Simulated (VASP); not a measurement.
# SnO (P4/nmm) in VASP: notebook

Runs on SnO. Level: r2SCAN. Tasks: single point.

All numbers are computed with VASP 6.6.1; they aren't measurements. Logs are shortened: lines on timing, memory, paths and dates and some standing lists are left out, and cuts for length are marked.

### 1 The cell of the first run

Symmetry: P4/nmm, No. 129, tetragonal system. The conventional cell has a = 3.641 Å, b = 3.641 Å, c = 4.906 Å, α = 90.00°, β = 90.00°, γ = 90.00°. Sn (site symmetry 4mm) has 4 O at 2.18 Å within 2.9 Å. O (site symmetry -4m2) has 4 Sn at 2.18 Å and 4 O at 2.57 Å within 2.9 Å.

### 2 Single point, r2SCAN (epitaxial xy strain -4.0%)

Contents of POSCAR:

```
SnO
1.0
    3.6408845392      0.0000000000      0.0000000000
    0.0000000000      3.6408845392      0.0000000000
    0.0000000000      0.0000000000      4.9055625148
Sn O
2 2
Direct
    0.0000000000      0.5000000000      0.2441682863
    0.5000000000      0.0000000000      0.7558317137
    0.5000000000      0.5000000000      0.0000000000
    0.0000000000      0.0000000000      0.0000000000
```

Contents of INCAR.step1:

```
ALGO = Normal
EDIFF = 1E-4
ENCUT = 520
GGA = PE
ISMEAR = -1
LASPH = T
LCHARG = F
LREAL = F
LWAVE = T
NBANDS = 28
NELM = 80
PREC = Accurate
SIGMA = 0.02
```

Contents of INCAR.step2:

```
ALGO = Normal
EDIFF = 1E-6
ENCUT = 520
ISIF = 2
ISMEAR = -1
ISTART = 1
LASPH = T
LCHARG = T
LELF = T
LMIXTAU = T
LREAL = F
LVHAR = T
LWAVE = F
METAGGA = R2SCAN
NBANDS = 28
NELM = 80
PREC = Accurate
SIGMA = 0.02
```

Contents of KPOINTS:

```
k-points
0
Gamma
  6 6 6
```

Potentials or basis: VASP PAW PBE potentials, release 64 (Sn_d, O).

Run with:

```
cat potpaw_PBE.64/Sn_d/POTCAR potpaw_PBE.64/O/POTCAR > POTCAR
cp INCAR.step1 INCAR
mpirun -np 1 vasp_std > vasp.out
cp INCAR.step2 INCAR
mpirun -np 1 vasp_std > vasp.out
```

OUTCAR:

```text
EDIFF = 1E-6
   ENCUT = 520
   ISIF = 2
   ISMEAR = -1
   ISTART = 1
   LASPH = T
   LREAL = F
   METAGGA = R2SCAN
   NELM = 80
   PREC = Accurate

 ion  position               nearest neighbor table
   1  0.000  0.500  0.244-   3 2.18   4 2.18   4 2.18   3 2.18   2 3.52   2 3.52   2 3.52   2 3.52
                             2 3.60   2 3.60   2 3.60   2 3.60
   2  0.500  0.000  0.756-   3 2.18   4 2.18   3 2.18   4 2.18   1 3.52   1 3.52   1 3.52   1 3.52
                             1 3.60   1 3.60   1 3.60   1 3.60
   3  0.500  0.500  0.000-   1 2.18   2 2.18   2 2.18   1 2.18
   4  0.000  0.000  0.000-   1 2.18   2 2.18   1 2.18   2 2.18

  LATTYP: Found a simple tetragonal cell.
 ALAT       =     3.6408845392
 C/A-ratio  =     1.3473545953

  Lattice vectors:

 A1 = (   3.6408845392,   0.0000000000,   0.0000000000)
 A2 = (   0.0000000000,   3.6408845392,   0.0000000000)
 A3 = (   0.0000000000,   0.0000000000,   4.9055625148)

Analysis of symmetry for initial positions (statically):
=====================================================================
 Subroutine PRICEL returns:
 Original cell was already a primitive cell.

 Routine SETGRP: Setting up the symmetry group for a
 simple tetragonal supercell.

 Subroutine GETGRP returns: Found 16 space group operations
 (whereof  8 operations were pure point group operations)
 out of a pool of 16 trial point group operations.

The static configuration has the point symmetry D_2d.
 The point group associated with its full space group is D_4h.

Analysis of symmetry for dynamics (positions and initial velocities):
=====================================================================
 Subroutine PRICEL returns:
 Original cell was already a primitive cell.

 Routine SETGRP: Setting up the symmetry group for a
 simple tetragonal supercell.

 Subroutine GETGRP returns: Found 16 space group operations
 (whereof  8 operations were pure point group operations)
 out of a pool of 16 trial point group operations.

The dynamic configuration has the point symmetry D_2d.
 The point group associated with its full space group is D_4h.

 Subroutine INISYM returns: Found 16 space group operations
 (whereof  8 operations are pure point group operations),
 and found     1 'primitive' translations

----------------------------------------------------------------------------------------

                                     Primitive cell

  volume of cell :      65.0283

  direct lattice vectors                    reciprocal lattice vectors
     3.640884539  0.000000000  0.000000000     0.274658531  0.000000000  0.000000000
     0.000000000  3.640884539  0.000000000     0.000000000  0.274658531  0.000000000
     0.000000000  0.000000000  4.905562515     0.000000000  0.000000000  0.203850220

  length of vectors
     3.640884539  3.640884539  4.905562515     0.274658531  0.274658531  0.203850220

  position of ions in fractional coordinates (direct lattice)
     0.000000000  0.500000000  0.244168286
     0.500000000  0.000000000  0.755831714
     0.500000000  0.500000000  0.000000000
     0.000000000  0.000000000  0.000000000

  ion indices of the primitive-cell ions
   primitive index   ion index
                 1           1
                 2           2
                 3           3
                 4           4

----------------------------------------------------------------------------------------

 KPOINTS: k-points

Automatic generation of k-mesh.
 Grid dimensions read from file:
 generate k-points for:    6    6    6

 Generating k-lattice:

  Cartesian coordinates                     Fractional coordinates (reciprocal lattice)
     0.045776422  0.000000000  0.000000000     0.166666667  0.000000000  0.000000000
     0.000000000  0.045776422  0.000000000     0.000000000  0.166666667  0.000000000
     0.000000000  0.000000000  0.033975037     0.000000000  0.000000000  0.166666667

  Length of vectors
     0.045776422  0.045776422  0.033975037

  Shift w.r.t. Gamma in fractional coordinates (k-lattice)
     0.000000000  0.000000000  0.000000000

 Subroutine IBZKPT returns following result:
 ===========================================

 Found     40 irreducible k-points:

 Following reciprocal coordinates:
            Coordinates               Weight
  0.000000  0.000000  0.000000      1.000000
  0.166667  0.000000  0.000000      4.000000
  0.333333  0.000000  0.000000      4.000000
  0.500000  0.000000  0.000000      2.000000
  0.166667  0.166667  0.000000      4.000000
  0.333333  0.166667  0.000000      8.000000
[... 16 lines left out ...]
  0.333333  0.000000  0.333333      8.000000
  0.500000  0.000000  0.333333      4.000000
 [... further k-points ...]
   k-points           NKPTS =     40   k-points in BZ     NKDIM =     40   number of bands    NBANDS=     28
   number of dos      NEDOS =    301   number of ions     NIONS =      4
   total plane-waves  NPLWV =  28224
   dimension x,y,z NGX =    28 NGY =   28 NGZ =   36
   dimension x,y,z NGXF=    56 NGYF=   56 NGZF=   72
   ions per type =               2   2
   NGX,Y,Z   is equivalent  to a cutoff of  12.79, 12.79, 12.20 a.u.
   NGXF,Y,Z  is equivalent  to a cutoff of  25.57, 25.57, 24.40 a.u.
 SYSTEM =  unknown system
   PREC   = accura    normal or accurate (medium, high low for compatibility)
   ISTART =      1    job   : 0-new  1-cont  2-samecut
   ICHARG =      0    charge: 1-file 2-atom 10-const
   ISPIN  =      1    spin polarized calculation?
   LNONCOLLINEAR =      F non collinear calculations
   LSORBIT =      F    spin-orbit coupling
   LASPH  =      T    aspherical Exc in radial PAW
   ENCUT  =  520.0 eV  38.22 Ry    6.18 a.u.   6.77  6.77  9.12*2*pi/ulx,y,z
   NELM   =     80;   NELMIN=  2; NELMDL=  0     # of ELM steps
   EDIFF  = 0.1E-05   stopping-criterion for ELM
   LREAL  =      F    real-space projection
   EDIFFG = 0.1E-04   stopping-criterion for IOM
   NSW    =      0    number of steps for IOM
   IBRION =     -1    ionic relax: 0-MD 1-quasi-New 2-CG
   NFREE  =      0    steps in history (QN), initial steepest desc. (CG)
   ISIF   =      2    stress and relaxation
   ISYM   =      2    0-nonsym 1-usesym 2-fastsym
   POTIM  = 0.5000    time-step for ionic-motion
   TEBEG  =    0.0;   TEEND  =   0.0 temperature during run
   PSTRESS=    0.0 pullay stress
   NELECT =      40.0000    total number of electrons
   NUPDOWN=      -1.0000    fix difference up-down
   EMIN   =  10.00;   EMAX   =-10.00  energy-range for DOS
   EFERMI =   0.00;   METHOD = LEGACY
   ISMEAR =    -1;   SIGMA  =   0.02  broadening in eV -4-tet -1-fermi 0-gaus
   EFERMI_NEDOS =   21; number of points for ismear=-14 and -15
   IALGO  =     38    algorithm
   IMIX   =      4    mixing-type and parameters
     AMIX     =   0.40;   BMIX     =  1.00
     AMIX_MAG =   1.60;   BMIX_MAG =  1.00
  volume/ion in A,a.u.               =      16.26       109.71
  Fermi-wavevector in a.u.,A,eV,Ry     =   1.392282  2.631032 26.374211  1.938450
  Thomas-Fermi vector in A             =   2.516040
   LORBIT       =      0    0 simple, 1 ext, 2 COOP (PROOUT), +10 PAW based schemes
   METAGGA = R2SCAN    functional components
   LHFCALC =     F    Hartree Fock is set to
   AEXX    =    0.0000 exact exchange contribution
   IVDW    =     0    specifies the selected vdW correction
   LEPSILON=     F    determine dielectric tensor
   LRPA    =     F    only Hartree local field effects (RPA)
 non-spin polarized calculation
  energy-cutoff  :      520.00
  volume of cell :       65.03
 maximum number of plane-waves:      1779
 NGX is ok and might be reduce to    28
   NGX = 13   NGY = 13   NGZ = 19

 number of electron      39.9999982 magnetization

 Free energy of the ion-electron system (eV)
  ---------------------------------------------------
  ext. energy  EPLUGINS =         0.00000000
  ---------------------------------------------------
  free energy    TOTEN  =       -66.70308799 eV

  energy without entropy =      -66.70261881  energy(sigma->0) =      -66.70285340

 E-fermi :   8.3212     XC(G=0): -11.3732

 val. band max:        8.3001749943   @ k =   0.1667   0.0000   0.0000
 cond. band min:       8.4138977591   @ k =   0.5000   0.5000   0.1667
 fundamental gap:      0.1137227648
 Fermi energy:         8.3212408398

 k-point     1 :       0.0000    0.0000    0.0000
  band No.  band energies     occupation
      1     -15.0392      2.00000
      2     -14.4073      2.00000
      3     -14.3578      2.00000
      4     -14.3578      2.00000
      5     -14.2952      2.00000
      6     -14.2688      2.00000
[... 20 lines left out ...]
     27      15.2630      0.00000
     28      15.8132      0.00000

 k-point     2 :       0.1667    0.0000    0.0000
  band No.  band energies     occupation
      1     -15.0298      2.00000
      2     -14.5707      2.00000
      3     -14.3824      2.00000
      4     -14.3578      2.00000
      5     -14.3478      2.00000
      6     -14.2988      2.00000
[... 20 lines left out ...]
     27      15.6605      0.00000
     28      18.1235      0.00000

 k-point     3 :       0.3333    0.0000    0.0000
  band No.  band energies     occupation
      1     -15.0055      2.00000
      2     -14.8150      2.00000
      3     -14.3508      2.00000
      4     -14.3486      2.00000
      5     -14.3239      2.00000
      6     -14.3051      2.00000
[... 20 lines left out ...]
     27      16.2623      0.00000
     28      19.3057      0.00000

 k-point     4 :       0.5000    0.0000    0.0000
  band No.  band energies     occupation
      1     -14.9488      2.00000
      2     -14.9488      2.00000
      3     -14.3403      2.00000
      4     -14.3403      2.00000
      5     -14.3085      2.00000
      6     -14.3085      2.00000
[... 578 lines left out ...]
     27      16.5413      0.00000
     28      18.1100      0.00000

 k-point    23 :       0.3333    0.0000    0.3333
  band No.  band energies     occupation
      1     -15.0075      2.00000
      2     -14.8417      2.00000
      3     -14.3521      2.00000
      4     -14.3467      2.00000
      5     -14.3302      2.00000
      6     -14.3205      2.00000
[... 20 lines left out ...]
     27      17.0527      0.00000
     28      19.1108      0.00000

 k-point    24 :       0.5000    0.0000    0.3333
  band No.  band energies     occupation
      1     -14.9655      2.00000
      2     -14.9655      2.00000
      3     -14.3432      2.00000
      4     -14.3432      2.00000
      5     -14.3326      2.00000
      6     -14.3326      2.00000
[... 20 lines left out ...]
     27      17.9143      0.00000
     28      17.9143      0.00000

 [... further k-points ...]
[... 5 lines left out ...]
  --------------------------------------------------------------------------------------
  -------------------------------------------------------------------------------------
  Total        4.5141066      4.5141066      0.8016788      0.0000000      0.0000000      0.0000000
  in kB      111.2191993    111.2191993     19.7518759      0.0000000      0.0000000      0.0000000
  external PRESSURE =      80.7300915 kB  Pullay stress =       0.0000000 kB

 VOLUME and BASIS-vectors are now :
 -----------------------------------------------------------------------------
  energy-cutoff  :      520.00
  volume of cell :       65.03
      direct lattice vectors                 reciprocal lattice vectors
     3.640884539  0.000000000  0.000000000     0.274658531  0.000000000  0.000000000
     0.000000000  3.640884539  0.000000000     0.000000000  0.274658531  0.000000000
     0.000000000  0.000000000  4.905562515     0.000000000  0.000000000  0.203850220

 POSITION                                       TOTAL-FORCE (eV/Angst)
 -----------------------------------------------------------------------------------
      0.00000      1.82044      1.19778        -0.000000      0.000000      0.145872
      1.82044      0.00000      3.70778         0.000000      0.000000     -0.145872
      1.82044      1.82044      0.00000         0.000000      0.000000      0.000000
      0.00000      0.00000      0.00000        -0.000000      0.000000      0.000000
 -----------------------------------------------------------------------------------
    total drift:                                0.000000      0.000000      0.000000

  FREE ENERGIE OF THE ION-ELECTRON SYSTEM (eV)
  ---------------------------------------------------
  free  energy   TOTEN  =       -66.7030879885 eV

  energy  without entropy=      -66.7026188058  energy(sigma->0) =      -66.70285340
```

Run time: 98 s. Hardware: 1 thread of Intel Xeon 6975P-C (Granite Rapids), shared host; peak memory 0.21 GiB.

Results:

- Free energy: -66.7031 eV
- Pressure: 8.1 GPa
- Largest force: 0.146 eV/Å
- Band gap on the k mesh: zero (band 20 reaches 8.67 eV, above the bottom of band 21 at 8.00 eV)

Forces on the atoms (eV/Å):
```
Sn   0.000  0.000  0.146
Sn   0.000  0.000 -0.146
O    0.000  0.000  0.000
O    0.000  0.000  0.000
```

Caveat: the cell differs from its parent crystal (epitaxial xy strain -4.0%); the PAW data sets were made with another functional, which shifts forces and pressure a little; spin-orbit coupling is left out, which moves the levels of the heavy elements.

### 3 Single point, r2SCAN (epitaxial xy strain -3.0%)

Contents of POSCAR:

```
SnO
1.0
    3.6788104198      0.0000000000      0.0000000000
    0.0000000000      3.6788104198      0.0000000000
    0.0000000000      0.0000000000      4.8616843151
Sn O
2 2
Direct
    0.0000000000      0.5000000000      0.2438341314
    0.5000000000      0.0000000000      0.7561658686
    0.5000000000      0.5000000000      0.0000000000
    0.0000000000      0.0000000000      0.0000000000
```

Contents of INCAR.step1:

```
PREC = Accurate ; ENCUT = 520
ISMEAR = -1 ; SIGMA = 0.02
LREAL = F ; LASPH = T
NELM = 60 ; NBANDS = 28
GGA = PE ; ALGO = Normal
EDIFF = 1E-4 ; LWAVE = T
LCHARG = F
```

Contents of INCAR.step2:

```
PREC = Accurate ; ENCUT = 520
EDIFF = 1E-6 ; ISMEAR = -1
SIGMA = 0.02 ; LREAL = F
LASPH = T ; NELM = 60
ALGO = Normal ; ISIF = 2
LWAVE = F ; LCHARG = F
METAGGA = R2SCAN ; LMIXTAU = T
NBANDS = 28 ; ISTART = 1
```

Contents of KPOINTS:

```
Automatic mesh
0
Gamma
  6 6 6
```

Potentials or basis: VASP PAW PBE potentials, release 64 (Sn_d, O).

Run with:

```
cat potpaw_PBE.64/Sn_d/POTCAR potpaw_PBE.64/O/POTCAR > POTCAR
cp INCAR.step1 INCAR
mpirun -np 1 vasp_std > vasp.out
cp INCAR.step2 INCAR
mpirun -np 1 vasp_std > vasp.out
```

OUTCAR:

```text
PREC = Accurate
   ENCUT = 520
   EDIFF = 1E-6
   ISMEAR = -1
   LREAL = F
   LASPH = T
   NELM = 60
   ISIF = 2
   METAGGA = R2SCAN
   ISTART = 1

 ion  position               nearest neighbor table
   1  0.000  0.500  0.244-   3 2.19   4 2.19   4 2.19   3 2.19   2 3.52   2 3.52   2 3.52   2 3.52
                             2 3.60   2 3.60   2 3.60   2 3.60
   2  0.500  0.000  0.756-   3 2.19   4 2.19   3 2.19   4 2.19   1 3.52   1 3.52   1 3.52   1 3.52
                             1 3.60   1 3.60   1 3.60   1 3.60
   3  0.500  0.500  0.000-   1 2.19   2 2.19   2 2.19   1 2.19
[... 943 lines left out ...]
 [... further k-points ...]
[... 5 lines left out ...]
  --------------------------------------------------------------------------------------
  -------------------------------------------------------------------------------------
  Total        3.4876414      3.4876414      0.7772415      0.0000000      0.0000000      0.0000000
  in kB       84.9260322     84.9260322     18.9262677      0.0000000      0.0000000      0.0000000
  external PRESSURE =      62.9261107 kB  Pullay stress =       0.0000000 kB

 VOLUME and BASIS-vectors are now :
 -----------------------------------------------------------------------------
  energy-cutoff  :      520.00
  volume of cell :       65.80
      direct lattice vectors                 reciprocal lattice vectors
     3.678810420  0.000000000  0.000000000     0.271827000  0.000000000  0.000000000
     0.000000000  3.678810420  0.000000000     0.000000000  0.271827000  0.000000000
     0.000000000  0.000000000  4.861684315     0.000000000  0.000000000  0.205690032

 POSITION                                       TOTAL-FORCE (eV/Angst)
 -----------------------------------------------------------------------------------
      0.00000      1.83941      1.18544        -0.000000      0.000000      0.139297
      1.83941      0.00000      3.67624         0.000000      0.000000     -0.139297
      1.83941      1.83941      0.00000         0.000000      0.000000     -0.000000
      0.00000      0.00000      0.00000         0.000000      0.000000     -0.000000
 -----------------------------------------------------------------------------------
    total drift:                                0.000000      0.000000      0.000000

  FREE ENERGIE OF THE ION-ELECTRON SYSTEM (eV)
  ---------------------------------------------------
  free  energy   TOTEN  =       -66.7792294758 eV

  energy  without entropy=      -66.7788032718  energy(sigma->0) =      -66.77901637
```

OSZICAR.step1:

```text
N       E                     dE             d eps       ncg     rms          rms(c)
DAV:   1     0.417822422745E+03    0.41782E+03   -0.19945E+04  2356   0.224E+03
DAV:   2     0.363653962931E+02   -0.38146E+03   -0.36646E+03  2328   0.551E+02
DAV:   3    -0.233106513823E+02   -0.59676E+02   -0.58253E+02  2532   0.180E+02
DAV:   4    -0.260841844771E+02   -0.27735E+01   -0.27571E+01  2580   0.412E+01
DAV:   5    -0.261497831533E+02   -0.65599E-01   -0.65592E-01  2412   0.682E+00    0.118E+01
DAV:   6    -0.224533704950E+02    0.36964E+01   -0.15201E+01  3576   0.443E+01    0.478E+00
DAV:   7    -0.224880118784E+02   -0.34641E-01   -0.18712E+00  2608   0.839E+00    0.248E+00
DAV:   8    -0.224760887418E+02    0.11923E-01   -0.24630E-01  3080   0.367E+00    0.802E-01
DAV:   9    -0.224687411400E+02    0.73476E-02   -0.41697E-02  3480   0.241E+00    0.214E-01
DAV:  10    -0.224697581064E+02   -0.10170E-02   -0.57532E-03  2932   0.692E-01    0.108E-01
DAV:  11    -0.224696035857E+02    0.15452E-03   -0.11492E-03  3236   0.350E-01    0.219E-02
DAV:  12    -0.224696324805E+02   -0.28895E-04   -0.20152E-04  1976   0.813E-02
   1 F= -.22469632E+02 E0= -.22469325E+02  d E =-.614933E-03
```

Wall time 1.7 min (1 thread of Intel Xeon 6975P-C (Granite Rapids), shared host); peak memory 0.21 GiB.

What came out:

* Free energy: -66.7792 eV
* Pressure: 6.3 GPa
* Largest force: 0.139 eV/Å
* Band gap on the k mesh: zero (band 20 reaches 8.40 eV, above the bottom of band 21 at 7.88 eV)

Forces in eV/Å, atoms in the order of the input:
```
Sn   0.000  0.000  0.139
Sn   0.000  0.000 -0.139
O    0.000  0.000  0.000
O    0.000  0.000  0.000
```

Caveat: the cell differs from its parent crystal (epitaxial xy strain -3.0%); the PAW data sets were made with another functional, which shifts forces and pressure a little; spin-orbit coupling is left out, which moves the levels of the heavy elements.

(Continued in part 2 of 2.)
